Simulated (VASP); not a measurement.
Crystal: RuS2.

```
CELL_PARAMETERS angstrom
3.58982 0.00000 0.00000
-1.79491 3.10888 0.00000
0.00000 0.00000 3.87606
ATOMIC_POSITIONS crystal
Ru 0.00000 0.00000 0.00000
S 0.33333 0.66667 0.50000
S 0.66667 0.33333 0.50000
```

```yaml
Program: VASP 6.6.1
Task: relaxation of cell and atoms
Functional: PBE
Potentials_or_basis: VASP PAW PBE potentials, release 64 (Ru_pv, S)
Cutoff: 600 eV
k_mesh: 6 × 6 × 4
Occupations: gaussian, width 0.1 eV
Spin: no spin polarisation
```

At the start: pressure 16.7 GPa; volume 14.42 Å³/atom.

Q: Where does the relaxation end?

A: Over 10 steps the energy falls by 909.0 meV/atom and the volume is 14.52 Å³/atom (+0.7 %); space group P6/mmm (No. 191, to 0.1 Å) before and after.

Step by step:
```
step  energy change (eV)  largest force (eV/Å)  pressure (GPa)  volume (Å³)
   1              0.0000                0.0000           16.68        43.26
   2             -1.1928                0.0000           -7.38        52.91
   3             -1.2367                0.0000          -10.46        55.17
   4             -2.2943                0.0000          -13.43        51.12
   5             -2.4572                0.0000          -12.50        49.76
   6             -2.4828                0.0000          -11.42        49.12
   7             -2.5513                0.0000           13.74        40.02
   8             -2.6965                0.0000           -0.05        43.79
   9             -2.7260                0.0000            0.33        43.52
  10             -2.7269                0.0000            0.24        43.55
```

Final structure:
```cif
data_structure
_symmetry_space_group_name_H-M 'P 1'
_symmetry_Int_Tables_number 1
_cell_length_a 4.2181
_cell_length_b 4.2181
_cell_length_c 2.8266
_cell_angle_alpha 90.000
_cell_angle_beta 90.000
_cell_angle_gamma 120.000
_cell_volume 43.55
loop_
_atom_site_label
_atom_site_type_symbol
_atom_site_fract_x
_atom_site_fract_y
_atom_site_fract_z
_atom_site_occupancy
Ru1 Ru 0.00000 0.00000 0.00000 1
S1 S 0.33333 0.66667 0.50000 1
S2 S 0.66667 0.33333 0.50000 1
```

Caveat: the k points lie up to 0.56 Å⁻¹ apart in the final cell, too coarse for converged energies and pressures of a metal; a cell axis changed by over 15 % at a fixed basis, so the end point is rough.
